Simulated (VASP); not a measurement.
# Pb: relaxation of cell and atoms with PBE+D3(BJ)

Pb:

```
Pb
1.0
     0.00000    2.47502    2.47502
     2.47502    0.00000    2.47502
     2.47502    2.47502    0.00000
Pb
1
Direct
  0.00000 0.00000 0.00000
```

```yaml
Program: VASP 6.6.1
Task: relaxation of cell and atoms
Functional: PBE
Dispersion: D3(BJ)
Potentials_or_basis: VASP PAW PBE potentials, release 64 (Pb_d)
Cutoff: 600 eV
k_mesh: 9 × 9 × 9
Occupations: fermi-dirac, width 0.05 eV
Spin: no spin polarisation
Dipole_correction: no
Further_INCAR_settings: ALGO = Normal; EDIFF = 1e-06; IBRION = 2; EDIFFG = -0.005; NSW = 80; ISIF = 3
```

```
Relaxed volume                         : 30.37 Å³/atom
Relaxed cell                           : a = 3.502 Å, b = 3.502 Å, c = 3.502 Å, α = 60.00°, β = 60.00°, γ = 60.00°
Space group after relaxing (to 0.05 Å) : Fm-3m (No. 225)
Energy gained by relaxing              : 0.0 meV/atom
Ionic steps                            : 6
Pressure after relaxing                : 0.0 GPa
Band gap on the k mesh                 : zero (band 7 reaches 14.67 eV, above the bottom of band 8 at 5.72 eV)
Dispersion energy per atom             : -0.409 eV
```

Final structure:
```
Pb
1.0
     0.00000    2.47627    2.47627
     2.47627    0.00000    2.47627
     2.47627    2.47627    0.00000
Pb
1
Cartesian
  0.0000 0.0000 0.0000
```

Levels at points of the mesh, in eV from the Fermi level:
```
           k point  band 4  band 5  band 6  band 7  band 8  band 9  band 10  band 11
(0.00, 0.00, 0.00)  -16.79  -16.79  -11.60    7.55    7.55    7.55     9.90    11.46
```

It took 23 s on 1 thread of AMD EPYC 9R45 96-Core Processor (Zen 5) (shared host), peak memory 0.15 GiB.

The cell as given is a measured one (30.32 Å³/atom); PBE+D3(BJ) puts the equilibrium volume +0.2 % from it, thermal expansion not counted.

Caveat: spin-orbit coupling is left out, which moves the levels of the heavy elements; pairwise dispersion overbinds metals, which lowers pressure and volume.
